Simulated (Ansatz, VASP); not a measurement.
# NbN in VASP and in Ansatz

The input INCAR:

```
SYSTEM = NbN
  ALGO = Normal
  EDIFF = 1E-6
  ENCUT = 600
  GGA = PE
  GGA_COMPAT = .False.
  ISIF = 2
  ISMEAR = 0
  LASPH = .True.
  LCHARG = .False.
  LREAL = .False.
  LWAVE = .False.
  NBANDS = 16
  NELM = 120
  PREC = Accurate
  SIGMA = 0.1
```

Contents of KPOINTS:

```
k-points
0
Gamma
  16 16 16
  0 0 0
```

File POSCAR:

```
NbN
1.0
    0.0000000000      2.1950000000      2.1950000000
    2.1950000000      0.0000000000      2.1950000000
    2.1950000000      2.1950000000      0.0000000000
Nb N
1 1
Direct
    0.0000000000      0.0000000000      0.0000000000
    0.5000000000      0.5000000000      0.5000000000
```

Input for Ansatz:

```yaml
crystal:
  lattice:
    - [0.0, 2.195, 2.195]
    - [2.195, 0.0, 2.195]
    - [2.195, 2.195, 0.0]
  atoms:
    - { symbol: Nb, position: [0.0, 0.0, 0.0] }
    - { symbol: "N", position: [0.5, 0.5, 0.5] }
basis:
  ecutwfc: 420
kpoints:
  mp_grid: { grid: [16, 16, 16] }
  band_path:
    path:
      - [[0.0, 0.0, 0.0], [0.5, 0.0, 0.5], [0.625, 0.25, 0.625]]
      - [[0.375, 0.375, 0.75], [0.0, 0.0, 0.0], [0.5, 0.5, 0.5], [0.5, 0.25, 0.75], [0.5, 0.0, 0.5]]
    npoints: 10
hamiltonian:
  xc: pbe
  pseudopotentials: { kind: paw, azcp: { folder: soft_1 } }
scf:
  occupations: { method: gaussian, width: 0.1 }
  n_extra_bands: 7
output:
  forces: true
  stress: true
  eigenvalues: true
  dos: { projected: false, de: 0.02, nscf_kmesh: { grid: [24, 24, 24] } }
  write_density: true
  write_potential: true
  elf: true
  volumetric_format: npy
```

Alike in both runs: task single point; functional PBE; k mesh 16 × 16 × 16; occupations gaussian, width 0.1 eV; no spin polarisation.

```csv
,VASP,Ansatz
version,VASP 6.6.1,Ansatz 0.2.0
potentials or method,"VASP PAW PBE potentials, release 64 (Nb_sv, N), cutoff 600 eV","scalar-relativistic, plane waves, PAW"
valence electrons in the cell,18,18
```

|  | VASP | Ansatz | Ansatz less VASP |
| --- | --- | --- | --- |
| gap on the k mesh at the Fermi level (eV) | none | none | - |
| pressure (GPa) | 6.2 | 6.9 | +0.69 |

A gap of «none» marks a metal or a gap that the smearing closes. The functional is the same, so the differences come from potentials, cutoffs and numerics.
